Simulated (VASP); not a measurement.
C:

```xyz
4
Lattice="1.2280 -2.1271 0.0000 1.2280 2.1271 0.0000 0.0000 0.0000 7.1733" Properties=species:S:1:pos:R:3 pbc="T T T"
C     1.2280    1.7724    5.4025
C     1.2280   -0.3547    1.7708
C     1.2280   -1.7724    1.7708
C     1.2280    0.3547    5.4025
```

* Program: VASP 6.6.1
* Task: relaxation of cell and atoms
* Functional: LDA
* Potentials or basis: VASP PAW LDA potentials, release 64 (C)
* Cutoff: 600 eV
* k mesh: 18 × 18 × 6
* Occupations: gaussian, width 0.1 eV
* Spin: no spin polarisation

At the start: pressure -3.6 GPa; volume 9.37 Å³/atom.

**Question.** How do energy, volume and symmetry change on relaxing?

**Answer.** Over 38 steps the energy falls by 5.3 meV/atom and the volume is 8.58 Å³/atom (-8.4 %); space group Fmmm (No. 69, to 0.1 Å) before and after.

Step by step:
```csv
step,energy change (eV),largest force (eV/Å),pressure (GPa),volume (Å³)
1,0.0000,0.0262,-3.63,37.48
2,0.0193,0.1139,7.35,36.33
3,-0.0048,0.0141,-0.38,37.12
4,-0.0048,0.0150,-0.32,37.11
5,-0.0061,0.0533,-0.28,36.97
6,-0.0086,0.2591,-0.12,36.53
7,-0.0072,0.6835,0.30,35.65
8,-0.0091,0.3886,-0.01,36.25
9,-0.0092,0.3866,0.00,36.24
10,-0.0096,0.3810,-0.01,36.20
11,-0.0103,0.3698,-0.02,36.13
12,-0.0117,0.3472,-0.01,35.98
13,-0.0142,0.3023,-0.01,35.68
14,-0.0180,0.2128,0.01,35.08
15,-0.0191,0.0371,0.17,33.89
16,-0.0199,0.1114,0.07,34.40
17,-0.0199,0.1006,0.08,34.33
18,-0.0204,0.0388,0.05,34.40
19,-0.0206,0.0375,0.01,34.47
20,-0.0206,0.0436,0.01,34.48
21,-0.0206,0.0244,-0.01,34.49
22,-0.0207,0.0133,-0.04,34.50
23,-0.0207,0.0106,-0.03,34.50
24,-0.0207,0.0147,-0.02,34.50
25,-0.0207,0.0136,-0.02,34.50
26,-0.0207,0.0112,-0.02,34.49
27,-0.0207,0.0108,-0.01,34.49
28,-0.0208,0.0238,0.00,34.47
29,-0.0207,0.0579,0.03,34.44
30,-0.0208,0.0332,0.01,34.46
31,-0.0208,0.0325,0.01,34.46
32,-0.0208,0.0306,0.00,34.46
33,-0.0208,0.0266,0.01,34.45
34,-0.0209,0.0189,0.00,34.44
35,-0.0209,0.0061,0.00,34.41
36,-0.0210,0.0304,0.00,34.36
37,-0.0211,0.0093,0.00,34.34
38,-0.0211,0.0044,0.01,34.33
```

Final structure:
```cif
data_structure
_symmetry_space_group_name_H-M 'P 1'
_symmetry_Int_Tables_number 1
_cell_length_a 2.4457
_cell_length_b 2.4457
_cell_length_c 6.6270
_cell_angle_alpha 90.000
_cell_angle_beta 90.000
_cell_angle_gamma 119.985
_cell_volume 34.33
loop_
_atom_site_label
_atom_site_type_symbol
_atom_site_fract_x
_atom_site_fract_y
_atom_site_fract_z
_atom_site_occupancy
C1 C 0.08332 0.91668 0.75028 1
C2 C 0.58332 0.41668 0.24972 1
C3 C 0.91668 0.08332 0.24972 1
C4 C 0.41668 0.58332 0.75028 1
```
